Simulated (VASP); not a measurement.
A run of VASP 6.6.1:

The input INCAR:

```
SYSTEM = MnO
PREC = Accurate
ENCUT = 520
EDIFF = 1E-7
ISMEAR = 0
SIGMA = 0.05
LREAL = .False.
LASPH = .True.
NELM = 150
ALGO = Normal
ISIF = 2
LWAVE = .False.
LCHARG = .False.
ISPIN = 2
MAGMOM = 4.7 -4.7 0 0
LORBIT = 11
LMAXMIX = 4
LDAU = .True.
LDAUTYPE = 2
LDAUL = 2 -1
LDAUU = 3.9 0
LDAUJ = 0 0
LDAUPRINT = 1
GGA = PE
NBANDS = 31
```

KPOINTS

```
regular mesh
0
Gamma
  12 12 6
  0 0 0
```

Contents of POSCAR:

```
MnO
1.0
   -0.0113479861      2.2695972285      2.2695972285
    2.2695972285     -0.0113479861      2.2695972285
    4.4577709080      4.4577709080      0.0590226902
Mn O
2 2
Direct
    0.0000000000      0.0000000000      0.0000000000
    0.0000000000      0.0000000000      0.5000000000
    0.5000000006      0.5000000006      0.2499999991
    0.4999999994      0.4999999994      0.7500000009
```

Potentials or basis: VASP PAW PBE potentials, release 64 (Mn_pv, O).

Command:

```console
$ cat potpaw_PBE.64/Mn_pv/POTCAR potpaw_PBE.64/O/POTCAR > POTCAR
$ mpirun -np 1 vasp_std > vasp.out
```

Hardware: 1 thread of Oxide Virtual Turin-like Processor (shared host).

Problem. How long does it take, and how much memory?

Solution. Run time: 17 min on 1 thread of Oxide Virtual Turin-like Processor, on a shared host, peak memory 0.51 GiB. Counts: scf iterations 17, k points 242.
